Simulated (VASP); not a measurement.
Write the native input for VASP 6.6.1 that does the following.

* Task: single point
* Functional: PBE
* Potentials or basis: VASP PAW PBE potentials, release 64 (W_sv, Si)
* Cutoff: 520 eV
* k mesh: 16 × 16 × 16
* Occupations: fermi-dirac, width 0.05 eV
* Spin: no spin polarisation
* Dipole correction: no
* Further INCAR settings: ALGO = Normal; EDIFF = 1e-06; NBANDS = 18

The structure of Si2W (MoSi2 type) lies in POSCAR:

```
Si2W
1.0
   -1.4145354800      1.4145354800      3.5596227920
    1.4145354800     -1.4145354800      3.5596227920
    1.4145354800      1.4145354800     -3.5596227920
W Si
1 2
Direct
    0.0000000000      0.0000000000      0.0000000000
    0.3299640561      0.3299640561      0.0000000000
   -0.3299640561     -0.3299640561      0.0000000000
```

The input as run:

INCAR

```
PREC     = Accurate       # precision mode
ENCUT    = 520            # plane-wave cutoff, eV
EDIFF    = 1E-6           # SCF threshold, eV
ISMEAR   = -1             # smearing method
SIGMA    = 0.05           # smearing width, eV
LREAL    = F              # projectors in reciprocal space
LASPH    = T              # aspherical terms in the spheres
NELM     = 60             # most SCF steps
ALGO     = Normal         # electronic algorithm
ISIF     = 2              # what is computed and relaxed
LWAVE    = F              # write WAVECAR
LCHARG   = F              # write CHGCAR
GGA      = PE             # functional
NBANDS   = 18             # bands
```

KPOINTS

```
regular mesh
0
Gamma
  16 16 16
```

Potentials or basis: VASP PAW PBE potentials, release 64 (W_sv, Si).

Launch:

```bash
$ cat potpaw_PBE.64/W_sv/POTCAR potpaw_PBE.64/Si/POTCAR > POTCAR
$ mpirun -np 1 vasp_std > vasp.out
```

Results of the run:

```json
{"Pressure": "172.1 GPa", "Largest force": "0.041 eV/Å", "Band gap on the k mesh": "zero (band 11 reaches 19.27 eV, above the bottom of band 12 at 17.04 eV)"}
```

Caveat: spin-orbit coupling is left out, which moves the levels of the heavy elements.

Run time: 7.2 min on 1 thread of AMD EPYC 7R13, on a shared host, peak memory 0.28 GiB.
